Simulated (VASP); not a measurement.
# AlNi in VASP: further runs

The runs below take AlNi through single point, with PBE.

Program: VASP 6.6.1. These are calculated values, not measurements. Logs are shortened: lines on timing, memory, paths and dates and some standing lists are left out, and cuts for length are marked.

## (1) The cell of the first run

The cell holds a slab with vacuum, 12 atoms: a = 2.893 Å, b = 4.091 Å, c = 25.229 Å, α = 90.00°, β = 90.00°, γ = 90.00°.

## (2) Single point, PBE

INCAR reads:

```
SYSTEM = AlNi
PREC = Accurate
ENCUT = 520
EDIFF = 1E-7
ISMEAR = 0
SIGMA = 0.1
LREAL = .False.
LASPH = .True.
NELM = 100
ALGO = Fast
ISIF = 2
LWAVE = .False.
LCHARG = .False.
LDIPOL = .True.
IDIPOL = 3
DIPOL = 0.5 0.5 0.500
GGA = PE
NBANDS = 51
```

KPOINTS reads:

```
Automatic mesh
0
Gamma
  12 9 1
  0 0 0
```

POSCAR reads:

```
AlNi
1.0
    2.8930919372      0.0000000000      0.0000000000
    0.0000000000      4.0914498548      0.0000000000
    0.0000000000      0.0000000000     25.2286246371
Al Ni
6 6
Direct
    0.5000000000      0.0000000000      0.2972813662
    0.5000000000      0.5000000000      0.3783688197
    0.5000000000      0.0000000000      0.4594562732
    0.5000000000      0.5000000000      0.5405437268
    0.5000000000      0.0000000000      0.6216311803
    0.5000000000      0.5000000000      0.7027186338
    0.0000000000      0.5000000000      0.2972813662
    0.0000000000      0.0000000000      0.3783688197
    0.0000000000      0.5000000000      0.4594562732
    0.0000000000      0.0000000000      0.5405437268
    0.0000000000      0.5000000000      0.6216311803
    0.0000000000      0.0000000000      0.7027186338
```

Potentials or basis: VASP PAW PBE potentials, release 64 (Al, Ni).

Command:

```console
$ cat potpaw_PBE.64/Al/POTCAR potpaw_PBE.64/Ni/POTCAR > POTCAR
$ mpirun -np 1 vasp_std > vasp.out
```

OUTCAR:

```text
SYSTEM = AlNi
   PREC = Accurate
   ENCUT = 520
   EDIFF = 1E-7
   ISMEAR = 0
   LREAL = .False.
   LASPH = .True.
   NELM = 100
   ISIF = 2
   GGA = PE

 ion  position               nearest neighbor table
   1  0.500  0.000  0.297-   8 2.51   8 2.51   7 2.51   7 2.51   7 2.51   7 2.51   2 2.89   2 2.89

   2  0.500  0.500  0.378-   9 2.51   9 2.51   7 2.51   7 2.51   8 2.51   8 2.51   8 2.51   8 2.51
                             3 2.89   3 2.89   1 2.89   1 2.89
   3  0.500  0.000  0.459-   8 2.51   8 2.51   9 2.51   9 2.51   9 2.51   9 2.51  10 2.51  10 2.51
                             2 2.89   2 2.89   4 2.89   4 2.89
   4  0.500  0.500  0.541-  11 2.51  11 2.51  10 2.51  10 2.51  10 2.51  10 2.51   9 2.51   9 2.51
                             5 2.89   5 2.89   3 2.89   3 2.89
   5  0.500  0.000  0.622-  10 2.51  10 2.51  12 2.51  12 2.51  11 2.51  11 2.51  11 2.51  11 2.51
                             4 2.89   4 2.89   6 2.89   6 2.89
   6  0.500  0.500  0.703-  11 2.51  11 2.51  12 2.51  12 2.51  12 2.51  12 2.51   5 2.89   5 2.89

   7  0.000  0.500  0.297-   2 2.51   2 2.51   1 2.51   1 2.51   1 2.51   1 2.51   8 2.89   8 2.89

   8  0.000  0.000  0.378-   3 2.51   3 2.51   1 2.51   1 2.51   2 2.51   2 2.51   2 2.51   2 2.51
                             9 2.89   9 2.89   7 2.89   7 2.89
   9  0.000  0.500  0.459-   2 2.51   2 2.51   3 2.51   3 2.51   3 2.51   3 2.51   4 2.51   4 2.51
                             8 2.89   8 2.89  10 2.89  10 2.89
  10  0.000  0.000  0.541-   5 2.51   5 2.51   4 2.51   4 2.51   4 2.51   4 2.51   3 2.51   3 2.51
                            11 2.89  11 2.89   9 2.89   9 2.89
  11  0.000  0.500  0.622-   4 2.51   4 2.51   6 2.51   6 2.51   5 2.51   5 2.51   5 2.51   5 2.51
                            10 2.89  10 2.89  12 2.89  12 2.89
  12  0.000  0.000  0.703-   5 2.51   5 2.51   6 2.51   6 2.51   6 2.51   6 2.51  11 2.89  11 2.89

  LATTYP: Found a simple orthorhombic cell.
 ALAT       =     2.8930919372
 B/A-ratio  =     1.4142135624
 C/A-ratio  =     8.7202982777

  Lattice vectors:

 A1 = (   2.8930919372,   0.0000000000,   0.0000000000)
 A2 = (   0.0000000000,   4.0914498548,   0.0000000000)
 A3 = (   0.0000000000,   0.0000000000,  25.2286246371)

Analysis of symmetry for initial positions (statically):
=====================================================================
 Subroutine PRICEL returns:
 Original cell was already a primitive cell.

 Routine SETGRP: Setting up the symmetry group for a
 simple orthorhombic supercell.

 Subroutine GETGRP returns: Found  8 space group operations
 (whereof  4 operations were pure point group operations)
 out of a pool of  8 trial point group operations.

The static configuration has the point symmetry C_2v.
 The point group associated with its full space group is D_2h.

Analysis of symmetry for dynamics (positions and initial velocities):
=====================================================================
 Subroutine PRICEL returns:
 Original cell was already a primitive cell.

 Routine SETGRP: Setting up the symmetry group for a
 simple orthorhombic supercell.

 Subroutine GETGRP returns: Found  8 space group operations
 (whereof  4 operations were pure point group operations)
 out of a pool of  8 trial point group operations.

The dynamic configuration has the point symmetry C_2v.
 The point group associated with its full space group is D_2h.

 Subroutine INISYM returns: Found  8 space group operations
 (whereof  4 operations are pure point group operations),
 and found     1 'primitive' translations

----------------------------------------------------------------------------------------

                                     Primitive cell

  volume of cell :     298.6297

  direct lattice vectors                    reciprocal lattice vectors
     2.893091937  0.000000000  0.000000000     0.345650958  0.000000000  0.000000000
     0.000000000  4.091449855  0.000000000     0.000000000  0.244412136  0.000000000
     0.000000000  0.000000000 25.228624637     0.000000000  0.000000000  0.039637515

  length of vectors
     2.893091937  4.091449855 25.228624637     0.345650958  0.244412136  0.039637515

  position of ions in fractional coordinates (direct lattice)
     0.500000000  0.000000000  0.297281366
[... 46 lines left out ...]
     0.000000000  0.000000000  0.000000000

 Subroutine IBZKPT returns following result:
 ===========================================

 Found     35 irreducible k-points:

 Following reciprocal coordinates:
            Coordinates               Weight
  0.000000  0.000000  0.000000      1.000000
  0.083333  0.000000  0.000000      2.000000
  0.166667  0.000000  0.000000      2.000000
  0.250000  0.000000  0.000000      2.000000
  0.333333  0.000000  0.000000      2.000000
  0.416667  0.000000  0.000000      2.000000
[... 16 lines left out ...]
  0.083333  0.333333  0.000000      4.000000
  0.166667  0.333333  0.000000      4.000000
 [... further k-points ...]
   k-points           NKPTS =     35   k-points in BZ     NKDIM =     35   number of bands    NBANDS=     51
   number of dos      NEDOS =    301   number of ions     NIONS =     12
   total plane-waves  NPLWV = 138240
   dimension x,y,z NGX =    24 NGY =   30 NGZ =  192
   dimension x,y,z NGXF=    48 NGYF=   60 NGZF=  384
   ions per type =               6   6
   NGX,Y,Z   is equivalent  to a cutoff of  13.79, 12.19, 12.65 a.u.
   NGXF,Y,Z  is equivalent  to a cutoff of  27.58, 24.38, 25.30 a.u.
 SYSTEM =  AlNi
   PREC   = accura    normal or accurate (medium, high low for compatibility)
   ISTART =      0    job   : 0-new  1-cont  2-samecut
   ICHARG =      2    charge: 1-file 2-atom 10-const
   ISPIN  =      1    spin polarized calculation?
   LNONCOLLINEAR =      F non collinear calculations
   LSORBIT =      F    spin-orbit coupling
   LASPH  =      T    aspherical Exc in radial PAW
   ENCUT  =  520.0 eV  38.22 Ry    6.18 a.u.   5.38  7.61 46.91*2*pi/ulx,y,z
   NELM   =    100;   NELMIN=  2; NELMDL= -5     # of ELM steps
   EDIFF  = 0.1E-06   stopping-criterion for ELM
   LREAL  =      F    real-space projection
   EDIFFG = 0.1E-05   stopping-criterion for IOM
   NSW    =      0    number of steps for IOM
   IBRION =     -1    ionic relax: 0-MD 1-quasi-New 2-CG
   NFREE  =      0    steps in history (QN), initial steepest desc. (CG)
   ISIF   =      2    stress and relaxation
   ISYM   =      2    0-nonsym 1-usesym 2-fastsym
   POTIM  = 0.5000    time-step for ionic-motion
   TEBEG  =    0.0;   TEEND  =   0.0 temperature during run
   PSTRESS=    0.0 pullay stress
   NELECT =      78.0000    total number of electrons
   NUPDOWN=      -1.0000    fix difference up-down
   EMIN   =  10.00;   EMAX   =-10.00  energy-range for DOS
   EFERMI =   0.00;   METHOD = LEGACY
   ISMEAR =     0;   SIGMA  =   0.10  broadening in eV -4-tet -1-fermi 0-gaus
   EFERMI_NEDOS =   21; number of points for ismear=-14 and -15
   IALGO  =     68    algorithm
   IMIX   =      4    mixing-type and parameters
     AMIX     =   0.40;   BMIX     =  1.00
     AMIX_MAG =   1.60;   BMIX_MAG =  1.00
  volume/ion in A,a.u.               =      24.89       167.94
  Fermi-wavevector in a.u.,A,eV,Ry     =   1.046475  1.977550 14.899863  1.095109
  Thomas-Fermi vector in A             =   2.181314
   LORBIT       =      0    0 simple, 1 ext, 2 COOP (PROOUT), +10 PAW based schemes
   GGA     = PE    functional components
   LHFCALC =     F    Hartree Fock is set to
   AEXX    =    0.0000 exact exchange contribution
   IVDW    =     0    specifies the selected vdW correction
   LEPSILON=     F    determine dielectric tensor
   LRPA    =     F    only Hartree local field effects (RPA)
 non-spin polarized calculation
 RMM-DIIS sequential band-by-band and
 Gauss-broadening in eV      SIGMA  =   0.10
  energy-cutoff  :      520.00
  volume of cell :      298.63
 maximum number of plane-waves:      8097
 NGX is ok and might be reduce to    24
   NGX = 11   NGY = 15   NGZ = 93

 dipolmoment           0.000000      0.000000     -0.000000 electrons x Angstroem

 number of electron      78.0000057 magnetization

 dipolmoment           0.000000      0.000000      0.000000 electrons x Angstroem

 Free energy of the ion-electron system (eV)
  ---------------------------------------------------
  ext. energy  EPLUGINS =         0.00000000
  ---------------------------------------------------
  free energy    TOTEN  =       -60.82335659 eV

  energy without entropy =      -60.79819492  energy(sigma->0) =      -60.81077575

 E-fermi :   2.3295     XC(G=0):  -6.6265

 val. band max:        2.3275186749   @ k =   0.3333   0.1111   0.0000
 cond. band min:       2.3325439531   @ k =   0.0000   0.1111   0.0000
 fundamental gap:      0.0050252782
 Fermi energy:         2.3294514512

 k-point     1 :       0.0000    0.0000    0.0000
  band No.  band energies     occupation
      1      -8.4892      2.00000
      2      -7.7746      2.00000
      3      -6.7070      2.00000
      4      -5.3567      2.00000
      5      -3.8823      2.00000
      6      -2.9913      2.00000
[... 1285 lines left out ...]
     50       8.2229      0.00000
     51       8.3029      0.00000

 [... further k-points ...]

------------------------ aborting loop because EDIFF is reached ----------------------------------------

 vacuum level on the upper side and lower side of the slab       (xc-potential included)        -0.087        -0.087

  FORCE on cell =-STRESS in cart. coord.  units (eV):
  Direction    XX          YY          ZZ          XY          YZ          ZX
  --------------------------------------------------------------------------------------
  -------------------------------------------------------------------------------------
  Total       -4.8222042     -3.6796536     -0.6811863      0.0000000      0.0000000      0.0000000
  in kB      -25.8715908    -19.7416966     -3.6546303      0.0000000      0.0000000      0.0000000
  external PRESSURE =     -16.4226392 kB  Pullay stress =       0.0000000 kB

 VOLUME and BASIS-vectors are now :
 -----------------------------------------------------------------------------
  energy-cutoff  :      520.00
  volume of cell :      298.63
      direct lattice vectors                 reciprocal lattice vectors
     2.893091937  0.000000000  0.000000000     0.345650958  0.000000000  0.000000000
     0.000000000  4.091449855  0.000000000     0.000000000  0.244412136  0.000000000
     0.000000000  0.000000000 25.228624637     0.000000000  0.000000000  0.039637515

 POSITION                                       TOTAL-FORCE (eV/Angst)
 -----------------------------------------------------------------------------------
      1.44655      0.00000      7.50000         0.000000      0.000000     -0.454518
      1.44655      2.04572      9.54572         0.000000      0.000000     -0.364739
      1.44655      0.00000     11.59145         0.000000      0.000000     -0.019079
      1.44655      2.04572     13.63717         0.000000      0.000000      0.019079
      1.44655      0.00000     15.68290         0.000000      0.000000      0.364739
      1.44655      2.04572     17.72862         0.000000      0.000000      0.454518
      0.00000      2.04572      7.50000         0.000000      0.000000      0.586853
      0.00000      0.00000      9.54572         0.000000      0.000000      0.272160
      0.00000      2.04572     11.59145         0.000000      0.000000     -0.026826
      0.00000      0.00000     13.63717         0.000000      0.000000      0.026826
      0.00000      2.04572     15.68290         0.000000      0.000000     -0.272160
      0.00000      0.00000     17.72862         0.000000      0.000000     -0.586853
 -----------------------------------------------------------------------------------
    total drift:                                0.000000      0.000000      0.000000

  FREE ENERGIE OF THE ION-ELECTRON SYSTEM (eV)
  ---------------------------------------------------
  free  energy   TOTEN  =       -60.8233565932 eV

  energy  without entropy=      -60.7981949159  energy(sigma->0) =      -60.81077575

 vacuum level on the upper side and lower side of the slab         7.116         7.116
```

Wall time 34 min (1 thread of Intel Xeon 8259CL, shared host); peak memory 0.61 GiB.

What came out:

```
Free energy            : -60.8234 eV
Largest force          : 0.587 eV/Å
Band gap on the k mesh : zero (bands 39 and 40 overlap by 1.48 eV)
```

Forces in eV/Å, atoms in the order of the input:
```
Al   0.000  0.000 -0.455
Al   0.000  0.000 -0.365
Al   0.000  0.000 -0.019
Al   0.000  0.000  0.019
Al   0.000  0.000  0.365
Al   0.000  0.000  0.455
Ni   0.000  0.000  0.587
Ni   0.000  0.000  0.272
Ni   0.000  0.000 -0.027
Ni   0.000  0.000  0.027
Ni   0.000  0.000 -0.272
Ni   0.000  0.000 -0.587
```

## (3) Single point, PBE

INCAR reads:

```
PREC     = Accurate       # precision mode
ENCUT    = 520            # plane-wave cutoff, eV
EDIFF    = 1E-7           # SCF threshold, eV
ISMEAR   = 0              # smearing method
SIGMA    = 0.1            # smearing width, eV
LREAL    = False          # projectors in reciprocal space
LASPH    = True           # aspherical terms in the spheres
NELM     = 100            # most SCF steps
ALGO     = Fast           # electronic algorithm
ISIF     = 2              # what is computed and relaxed
LWAVE    = False          # write WAVECAR
LCHARG   = False          # write CHGCAR
LDIPOL   = True         
IDIPOL   = 3            
DIPOL    = 0.5 0.5 0.500
GGA      = PE             # functional
NBANDS   = 51             # bands
```

KPOINTS reads:

```
regular mesh
0
Gamma
  12 9 1
```

POSCAR reads:

```
AlNi
1.0
    2.8930919372      0.0000000000      0.0000000000
    0.0000000000      4.0914498548      0.0000000000
    0.0000000000      0.0000000000     25.2286246371
Al Ni
6 6
Direct
    0.5000000000      0.0000000000      0.2940342076
    0.5000000000      0.5000000000      0.3779236675
    0.5000000000      0.0000000000      0.4597568402
    0.5000000000      0.5000000000      0.5402434028
    0.5000000000      0.0000000000      0.6220761900
    0.5000000000      0.5000000000      0.7059656770
    0.0000000000      0.5000000000      0.3009955638
    0.0000000000      0.0000000000      0.3792293420
    0.0000000000      0.5000000000      0.4588570638
    0.0000000000      0.0000000000      0.5411429746
    0.0000000000      0.5000000000      0.6207707104
    0.0000000000      0.0000000000      0.6990043604
```

Potentials or basis: VASP PAW PBE potentials, release 64 (Al, Ni).

Command:

```console
$ cat potpaw_PBE.64/Al/POTCAR potpaw_PBE.64/Ni/POTCAR > POTCAR
$ mpirun -np 1 vasp_std > vasp.out
```

Wall time 31 min (1 thread of Intel Xeon 8259CL, shared host); peak memory 0.61 GiB.

The run converged. Its results:

| Property | Result |
| --- | --- |
| Free energy | -60.9257 eV |
| Largest force | 0.027 eV/Å |
| Band gap on the k mesh | zero (bands 39 and 40 overlap by 1.46 eV) |

Forces on the atoms (eV/Å):
```
Al   0.000  0.000  0.027
Al   0.000  0.000 -0.012
Al   0.000  0.000 -0.013
Al   0.000  0.000  0.013
Al   0.000  0.000  0.012
Al   0.000  0.000 -0.027
Ni   0.000  0.000  0.000
Ni   0.000  0.000 -0.015
Ni   0.000  0.000  0.001
Ni   0.000  0.000 -0.001
Ni   0.000  0.000  0.015
Ni   0.000  0.000  0.000
```

Levels at points of the mesh, in eV from the Fermi level:
| k point | band 36 | band 37 | band 38 | band 39 | band 40 | band 41 | band 42 | band 43 |
| --- | --- | --- | --- | --- | --- | --- | --- | --- |
| (0.00, 0.00, 0.00) | -1.23 | -1.23 | -1.16 | -0.46 | 0.50 | 1.68 | 1.89 | 2.29 |
| (0.50, 0.00, 0.00) | -0.54 | -0.37 | -0.18 | 0.19 | 0.32 | 1.38 | 1.93 | 2.42 |

Spin polarisation is off, so any magnetic state and its effect on volume and gap are missing.
